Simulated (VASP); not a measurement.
# GaN (P6_3mc) in VASP: further runs, part 2 of 2

VASP 6.6.1.

## Step 3: Single point, PBE (volume changed by +3%)

Input file INCAR:

```
  PREC = Accurate
  ENCUT = 520
  EDIFF = 1E-7
  ISMEAR = 0
  SIGMA = 0.01
  LREAL = False
  LASPH = True
  NELM = 80
  ALGO = Normal
  ISIF = 2
  LWAVE = False
  LCHARG = False
  GGA = PE
  NBANDS = 26
```

Input file KPOINTS:

```
Automatic mesh
0
Gamma
  9 9 4
```

Input file POSCAR:

```
GaN
1.0
    3.2501846323      0.0000000000      0.0000000000
   -1.6250923161      2.8147424585      0.0000000000
    0.0000000000      0.0000000000      5.2951686281
Ga N
2 2
Direct
    0.3333333333      0.6666666667     -0.0008524603
    0.6666666667      0.3333333333      0.4991475397
    0.3333333333      0.6666666667      0.3758524603
    0.6666666667      0.3333333333      0.8758524603
```

Potentials or basis: VASP PAW PBE potentials, release 64 (Ga_d, N).

Launch:

```bash
$ cat potpaw_PBE.64/Ga_d/POTCAR potpaw_PBE.64/N/POTCAR > POTCAR
$ mpirun -np 1 vasp_std > vasp.out
```

Run time: 17 s. Hardware: 1 thread of Intel Xeon 6975P-C (Granite Rapids), shared host; peak memory 0.18 GiB.

It converged, with:

| Property | Result |
| --- | --- |
| Free energy | -24.3077 eV |
| Pressure | -4.6 GPa |
| Largest force | 0.005 eV/Å |
| Band gap on the k mesh | 1.52 eV, direct |

Forces on the atoms (eV/Å):
```
Ga   0.000  0.000 -0.005
Ga   0.000  0.000 -0.005
N    0.000  0.000  0.005
N    0.000  0.000  0.005
```

Levels at points of the mesh, in eV from the valence-band top:
| k point | band 14 | band 15 | band 16 | band 17 | band 18 | band 19 | band 20 | band 21 | band 22 | band 23 |
| --- | --- | --- | --- | --- | --- | --- | --- | --- | --- | --- |
| (0.00, 0.00, 0.00) | -0.96 | -0.96 | -0.03 | 0.00 | 0.00 | 1.52 | 3.88 | 8.85 | 9.56 | 9.56 |
| (0.00, 0.00, 0.50) | -3.74 | -0.49 | -0.49 | -0.49 | -0.49 | 3.87 | 3.87 | 8.16 | 8.16 | 10.07 |

## Step 4: Single point, PBE (volume changed by +6%)

Input file INCAR:

```
SYSTEM = GaN
PREC     = Accurate       ! precision mode
ENCUT    = 520            ! plane-wave cutoff, eV
EDIFF    = 1E-7           ! SCF threshold, eV
ISMEAR   = 0              ! smearing method
SIGMA    = 0.01           ! smearing width, eV
LREAL    = .False.        ! projectors in reciprocal space
LASPH    = .True.         ! aspherical terms in the spheres
NELM     = 60             ! most SCF steps
ALGO     = Normal         ! electronic algorithm
ISIF     = 2              ! what is computed and relaxed
LWAVE    = .False.        ! write WAVECAR
LCHARG   = .False.        ! write CHGCAR
GGA      = PE             ! functional
NBANDS   = 26             ! bands
```

Input file KPOINTS:

```
Automatic mesh
0
Gamma
  9 9 4
  0 0 0
```

Input file POSCAR:

```
GaN
1.0
    3.2814383249      0.0000000000      0.0000000000
   -1.6407191624      2.8418089503      0.0000000000
    0.0000000000      0.0000000000      5.3460868347
Ga N
2 2
Direct
    0.3333333333      0.6666666667     -0.0008524603
    0.6666666667      0.3333333333      0.4991475397
    0.3333333333      0.6666666667      0.3758524603
    0.6666666667      0.3333333333      0.8758524603
```

Launch:

```bash
$ cat potpaw_PBE.64/Ga_d/POTCAR potpaw_PBE.64/N/POTCAR > POTCAR
$ mpirun -np 1 vasp_std > vasp.out
```

It took 18 s on 1 thread of Intel Xeon 6975P-C (Granite Rapids), shared host; peak memory 0.18 GiB.

It converged, with:

```
Free energy            : -24.2494 eV
Pressure               : -8.7 GPa
Largest force          : 0.009 eV/Å
Band gap on the k mesh : 1.33 eV, direct
```

Forces in eV/Å, atoms in the order of the input:
```
Ga   0.000  0.000 -0.009
Ga   0.000  0.000 -0.009
N    0.000  0.000  0.009
N    0.000  0.000  0.009
```

Stress tensor (GPa, compression positive):
```
-8.68  0.00  0.00
 0.00 -8.68  0.00
 0.00  0.00 -8.60
```

Levels at points of the mesh, in eV from the valence-band top:
| k point | band 15 | band 16 | band 17 | band 18 | band 19 | band 20 | band 21 | band 22 |
| --- | --- | --- | --- | --- | --- | --- | --- | --- |
| (0.00, 0.00, 0.00) | -0.93 | -0.03 | 0.00 | 0.00 | 1.33 | 3.69 | 8.68 | 9.40 |
| (0.00, 0.00, 0.50) | -0.48 | -0.48 | -0.48 | -0.48 | 3.69 | 3.69 | 8.00 | 8.00 |

## Step 5: Single point, r2SCAN (volume changed by -6%)

Input file POSCAR:

```
GaN
1.0
    3.1181689119      0.0000000000      0.0000000000
   -1.5590844560      2.7004134910      0.0000000000
    0.0000000000      0.0000000000      5.0778072532
Ga N
2 2
Direct
    0.3333333333      0.6666666667     -0.0008868111
    0.6666666667      0.3333333333      0.4991131889
    0.3333333333      0.6666666667      0.3758868111
    0.6666666667      0.3333333333      0.8758868111
```

Input file INCAR.step1:

```
PREC     = Accurate       # precision mode
ENCUT    = 520            # plane-wave cutoff, eV
ISMEAR   = 0              # smearing method
SIGMA    = 0.01           # smearing width, eV
LREAL    = False          # projectors in reciprocal space
LASPH    = True           # aspherical terms in the spheres
NELM     = 100            # most SCF steps
NBANDS   = 26             # bands
GGA      = PE             # functional
ALGO     = Normal         # electronic algorithm
EDIFF    = 1E-4           # SCF threshold, eV
LWAVE    = True           # write WAVECAR
LCHARG   = False          # write CHGCAR
```

Input file INCAR.step2:

```
PREC     = Accurate       # precision mode
ENCUT    = 520            # plane-wave cutoff, eV
EDIFF    = 1E-6           # SCF threshold, eV
ISMEAR   = 0              # smearing method
SIGMA    = 0.01           # smearing width, eV
LREAL    = False          # projectors in reciprocal space
LASPH    = True           # aspherical terms in the spheres
NELM     = 100            # most SCF steps
ALGO     = Normal         # electronic algorithm
ISIF     = 2              # what is computed and relaxed
LWAVE    = False          # write WAVECAR
LCHARG   = False          # write CHGCAR
METAGGA  = R2SCAN         # meta-GGA
LMIXTAU  = True         
NBANDS   = 26             # bands
ISTART   = 1
```

Input file KPOINTS:

```
Automatic mesh
0
Gamma
  9 9 4
```

Launch:

```bash
$ cat potpaw_PBE.64/Ga_d/POTCAR potpaw_PBE.64/N/POTCAR > POTCAR
$ cp INCAR.step1 INCAR
$ mpirun -np 1 vasp_std > vasp.out
$ cp INCAR.step2 INCAR
$ mpirun -np 1 vasp_std > vasp.out
```

It took 51 s on 1 thread of Intel Xeon 6975P-C (Granite Rapids), shared host; peak memory 0.18 GiB.

The run converged. Its results:

```yaml
Free_energy: -43.6858 eV
Pressure: 15.2 GPa
Largest_force: 0.016 eV/Å
Band_gap_on_the_k_mesh: 2.77 eV, direct
```

Forces in eV/Å, atoms in the order of the input:
```
Ga   0.000  0.000  0.016
Ga   0.000  0.000  0.016
N    0.000  0.000 -0.016
N    0.000  0.000 -0.016
```

Stress tensor (GPa, compression positive):
```
15.29  0.00  0.00
 0.00 15.29  0.00
 0.00  0.00 15.05
```

Levels at points of the mesh, in eV from the valence-band top:
| k point | band 15 | band 16 | band 17 | band 18 | band 19 | band 20 | band 21 | band 22 |
| --- | --- | --- | --- | --- | --- | --- | --- | --- |
| (0.00, 0.00, 0.00) | -1.15 | -0.04 | 0.00 | 0.00 | 2.77 | 5.24 | 10.34 | 10.96 |
| (0.00, 0.00, 0.50) | -0.59 | -0.59 | -0.59 | -0.59 | 5.19 | 5.19 | 9.53 | 9.53 |

Caveat: the PAW data sets were made with another functional, which shifts forces and pressure a little.

## Step 6: Single point, r2SCAN (volume changed by -3%)

Input file POSCAR:

```
GaN
1.0
    3.1509941548      0.0000000000      0.0000000000
   -1.5754970774      2.7288409852      0.0000000000
    0.0000000000      0.0000000000      5.1312617841
Ga N
2 2
Direct
    0.3333333333      0.6666666667     -0.0008868111
    0.6666666667      0.3333333333      0.4991131889
    0.3333333333      0.6666666667      0.3758868111
    0.6666666667      0.3333333333      0.8758868111
```

Input file INCAR.step1:

```
SYSTEM = GaN
PREC     = Accurate       ! precision mode
ENCUT    = 520            ! plane-wave cutoff, eV
ISMEAR   = 0              ! smearing method
SIGMA    = 0.01           ! smearing width, eV
LREAL    = .False.        ! projectors in reciprocal space
LASPH    = .True.         ! aspherical terms in the spheres
NELM     = 100            ! most SCF steps
NBANDS   = 26             ! bands
GGA      = PE             ! functional
ALGO     = Normal         ! electronic algorithm
EDIFF    = 1E-4           ! SCF threshold, eV
LWAVE    = .True.         ! write WAVECAR
LCHARG   = .False.        ! write CHGCAR
```

Input file INCAR.step2:

```
SYSTEM = GaN
PREC     = Accurate       ! precision mode
ENCUT    = 520            ! plane-wave cutoff, eV
EDIFF    = 1E-6           ! SCF threshold, eV
ISMEAR   = 0              ! smearing method
SIGMA    = 0.01           ! smearing width, eV
LREAL    = .False.        ! projectors in reciprocal space
LASPH    = .True.         ! aspherical terms in the spheres
NELM     = 100            ! most SCF steps
ALGO     = Normal         ! electronic algorithm
ISIF     = 2              ! what is computed and relaxed
LWAVE    = .False.        ! write WAVECAR
LCHARG   = .False.        ! write CHGCAR
METAGGA  = R2SCAN         ! meta-GGA
LMIXTAU  = .True.       
NBANDS   = 26             ! bands
ISTART   = 1
```

Input file KPOINTS:

```
regular mesh
0
Gamma
  9 9 4
  0 0 0
```

Potentials or basis: VASP PAW PBE potentials, release 64 (Ga_d, N).

Launch:

```bash
$ cat potpaw_PBE.64/Ga_d/POTCAR potpaw_PBE.64/N/POTCAR > POTCAR
$ cp INCAR.step1 INCAR
$ mpirun -np 1 vasp_std > vasp.out
$ cp INCAR.step2 INCAR
$ mpirun -np 1 vasp_std > vasp.out
```

It took 49 s on 1 thread of Intel Xeon 6975P-C (Granite Rapids), shared host; peak memory 0.18 GiB.

The run converged. Its results:

```
Free energy            : -43.7833 eV
Pressure               : 7.6 GPa
Largest force          : 0.010 eV/Å
Band gap on the k mesh : 2.56 eV, direct
```

Forces on the atoms (eV/Å):
```
Ga   0.000  0.000  0.010
Ga   0.000  0.000  0.010
N    0.000  0.000 -0.010
N    0.000  0.000 -0.010
```

Stress tensor (GPa, compression positive):
```
7.66 0.00 0.00
0.00 7.66 0.00
0.00 0.00 7.41
```

Levels at points of the mesh, in eV from the valence-band top:
```csv
k point,band 14,band 15,band 16,band 17,band 18,band 19,band 20,band 21,band 22,band 23
"(0.00, 0.00, 0.00)",-1.11,-1.11,-0.04,0.00,0.00,2.55,5.02,10.15,10.77,10.77
"(0.00, 0.00, 0.50)",-3.99,-0.57,-0.57,-0.57,-0.57,4.97,4.97,9.35,9.35,11.29
```

Caveat: the PAW data sets were made with another functional, which shifts forces and pressure a little.

## Step 7: The runs side by side

```csv
level,cell,gap on the mesh (eV),pressure (GPa),largest force (eV/Å)
PBE,"a = 3.218, b = 3.218, c = 5.243 Å, angles 90.0, 90.0, 120.0°, 4 atoms",1.72,0.1,-
PBE,"a = 3.250, b = 3.250, c = 5.295 Å, angles 90.0, 90.0, 120.0°, 4 atoms",1.52,-4.6,0.01
PBE,"a = 3.281, b = 3.281, c = 5.346 Å, angles 90.0, 90.0, 120.0°, 4 atoms",1.33,-8.7,0.01
r2SCAN,"a = 3.118, b = 3.118, c = 5.078 Å, angles 90.0, 90.0, 120.0°, 4 atoms",2.77,15.2,0.02
r2SCAN,"a = 3.151, b = 3.151, c = 5.131 Å, angles 90.0, 90.0, 120.0°, 4 atoms",2.56,7.6,0.01
```

Alike in all rows: task single point; potentials or basis VASP PAW PBE potentials, release 64 (Ga_d, N); no spin polarisation; k mesh 9 × 9 × 4; cutoff (eV) 520; smearing gaussian 0.01 eV.

Caveats: the PAW data sets were made with another functional, which shifts forces and pressure a little (some runs).

Total energies depend on the potentials used, so only differences within one code and one set of settings carry meaning.
